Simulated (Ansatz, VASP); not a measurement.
MgSe in VASP and in Ansatz

```
Mg Se
1.0
     0.00000    2.72500    2.72500
     2.72500    0.00000    2.72500
     2.72500    2.72500    0.00000
Mg Se
1 1
Cartesian
  0.0000 0.0000 0.0000
  2.7250 2.7250 2.7250
```

Alike in both runs: task single point; functional PBE; k mesh 8 × 8 × 8; occupations gaussian, width 0.02 eV; no spin polarisation.

|  | VASP | Ansatz |
| --- | --- | --- |
| version | VASP 6.6.1 | Ansatz 0.2.0 |
| potentials or method | VASP PAW PBE potentials, release 64 (Mg, Se), cutoff 600 eV | scalar-relativistic, plane waves, PAW |
| valence electrons in the cell | 8 | 26 |

```tsv
	VASP	Ansatz	Ansatz less VASP
gap on the k mesh at the Fermi level (eV)	1.80	1.82	+0.021
least direct gap on the mesh (eV)	2.60	2.61	+0.009
pressure (GPa)	1.9	2.1	+0.12
```

The functional is the same, so the differences come from potentials, cutoffs and numerics. VASP's potentials hold 8 valence electrons a cell and Ansatz's 26, so a difference there can come from the potentials and not from the codes.
